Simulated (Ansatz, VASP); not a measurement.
## ZnS: VASP beside Ansatz

The input POSCAR:

```
ZnS
1.0
    1.9036300238      1.0990613067      9.3541347981
   -1.9036300238      1.0990613067      9.3541347981
    0.0000000000     -2.1981226134      9.3541347981
Zn S
3 3
Direct
    0.9999789175      0.9999789175      0.9999789175
    0.2222813884      0.2222813884      0.2222813884
    0.4445836769      0.4445836769      0.4445836769
    0.0814802233      0.0814802233      0.0814802233
    0.5260467701      0.5260467701      0.5260467701
    0.3036097940      0.3036097940      0.3036097940
```

INCAR.step1

```
SYSTEM = ZnS
ALGO     = Normal         ! electronic algorithm
EDIFF    = 1E-4           ! SCF threshold, eV
ENCUT    = 520            ! plane-wave cutoff, eV
GGA      = PE             ! functional
ISMEAR   = 0              ! smearing method
LASPH    = .TRUE.         ! aspherical terms in the spheres
LCHARG   = .FALSE.        ! write CHGCAR
LREAL    = .FALSE.        ! projectors in reciprocal space
LWAVE    = .TRUE.         ! write WAVECAR
NBANDS   = 36             ! bands
NELM     = 100            ! most SCF steps
PREC     = Accurate       ! precision mode
SIGMA    = 0.05           ! smearing width, eV
```

The input INCAR.step2:

```
SYSTEM = ZnS
ALGO     = Normal         ! electronic algorithm
EDIFF    = 1E-6           ! SCF threshold, eV
ENCUT    = 520            ! plane-wave cutoff, eV
ISIF     = 2              ! what is computed and relaxed
ISMEAR   = 0              ! smearing method
ISTART   = 1            
LASPH    = .TRUE.         ! aspherical terms in the spheres
LCHARG   = .TRUE.         ! write CHGCAR
LELF     = .TRUE.         ! ELF
LMIXTAU  = .TRUE.       
LREAL    = .FALSE.        ! projectors in reciprocal space
LVHAR    = .TRUE.       
LWAVE    = .FALSE.        ! write WAVECAR
METAGGA  = R2SCAN         ! meta-GGA
NBANDS   = 36             ! bands
NELM     = 100            ! most SCF steps
PREC     = Accurate       ! precision mode
SIGMA    = 0.05           ! smearing width, eV
```

KPOINTS

```
k-points
0
G
  6 6 6
  0 0 0
```

Input for Ansatz:

```yaml
crystal:
  lattice:
    - [1.9036300238, 1.0990613067, 9.3541347981]
    - [-1.9036300238, 1.0990613067, 9.3541347981]
    - [0.0, -2.1981226134, 9.3541347981]
  atoms:
    - { symbol: Zn, position: [0.9999789175, 0.9999789175, 0.9999789175] }
    - { symbol: Zn, position: [0.2222813884, 0.2222813884, 0.2222813884] }
    - { symbol: Zn, position: [0.4445836769, 0.4445836769, 0.4445836769] }
    - { symbol: S, position: [0.0814802233, 0.0814802233, 0.0814802233] }
    - { symbol: S, position: [0.5260467701, 0.5260467701, 0.5260467701] }
    - { symbol: S, position: [0.303609794, 0.303609794, 0.303609794] }
basis:
  ecutwfc: 500
kpoints:
  mp_grid: { grid: [6, 6, 6] }
hamiltonian:
  xc: r2scan
scf:
  occupations: { method: gaussian, width: 0.05 }
output:
  forces: true
  stress: true
  eigenvalues: true
```

Change from the starting cell: all S atoms moved -0.050 Å, as atom 4 along Cartesian [0 0 1].

Alike in both runs: task single point; functional r2SCAN; k mesh 6 × 6 × 6; occupations gaussian, width 0.05 eV; no spin polarisation.

```csv
,VASP,Ansatz
version,VASP 6.6.1,Ansatz 0.2.0
potentials or method,"VASP PAW PBE potentials, release 64 (Zn, S), cutoff 520 eV","scalar-relativistic, plane waves, PAW"
valence electrons in the cell,54,54
```

```csv
,VASP,Ansatz,Ansatz less VASP
gap on the k mesh at the Fermi level (eV),2.74,2.73,-0.010
least direct gap on the mesh (eV),2.74,2.73,-0.010
pressure (GPa),0.2,0.1,-0.05
"traceless stress, the component that is largest in VASP (GPa)",1.51,1.51,-0.006
rms of the force components (eV/Å),0.196,0.191,-0.0047
```

VASP's potentials were made for PBE, not for r2SCAN. Atom by atom the forces differ by 0.005 eV/Å (rms over components).
